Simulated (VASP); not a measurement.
Wanted: the native input for a VASP 6.6.1 run.

| Property | Result |
| --- | --- |
| Task | single point |
| Functional | revPBE |
| Potentials or basis | VASP PAW PBE potentials, release 64 (Sc_sv) |
| Cutoff | 520 eV |
| k mesh | 13 × 13 × 13 |
| Occupations | fermi-dirac, width 0.1 eV |
| Spin | no spin polarisation |
| Dipole correction | no |
| Further INCAR settings | ALGO = Normal; EDIFF = 1e-06; NBANDS = 18 |

The structure of Sc lies in POSCAR:

```
Sc
1.0
    0.0000000000      3.3926538185      3.3926538185
    3.3926538185      0.0000000000      3.3926538185
    3.3926538185      3.3926538185      0.0000000000
Sc
2
Direct
    0.1250000000      0.1250000000      0.1250000000
    0.8750000000      0.8750000000      0.8750000000
```

This isn't the form of Sc at room conditions, which is hcp.

These files were run (other wordings do the same):

INCAR

```
PREC = Accurate
ENCUT = 520
EDIFF = 1E-6
ISMEAR = -1
SIGMA = 0.1
LREAL = F
LASPH = T
NELM = 60
ALGO = Normal
ISIF = 2
LWAVE = F
LCHARG = T
GGA = RE
LELF = T
LVHAR = T
NBANDS = 18
```

KPOINTS

```
Automatic mesh
0
Gamma
  13 13 13
```

Potentials or basis: VASP PAW PBE potentials, release 64 (Sc_sv).

Command:

```console
$ cat potpaw_PBE.64/Sc_sv/POTCAR > POTCAR
$ mpirun -np 1 vasp_std > vasp.out
```

It gave:

* Pressure: 0.0 GPa
* Band gap on the k mesh: zero (bands 11 and 12 overlap by 0.67 eV)

Caveat: the PAW data sets were made with another functional, which shifts forces and pressure a little.

Wall time 91 s on 1 thread of AMD EPYC 7R13 Processor (Zen 3), on a shared host, peak memory 0.23 GiB.
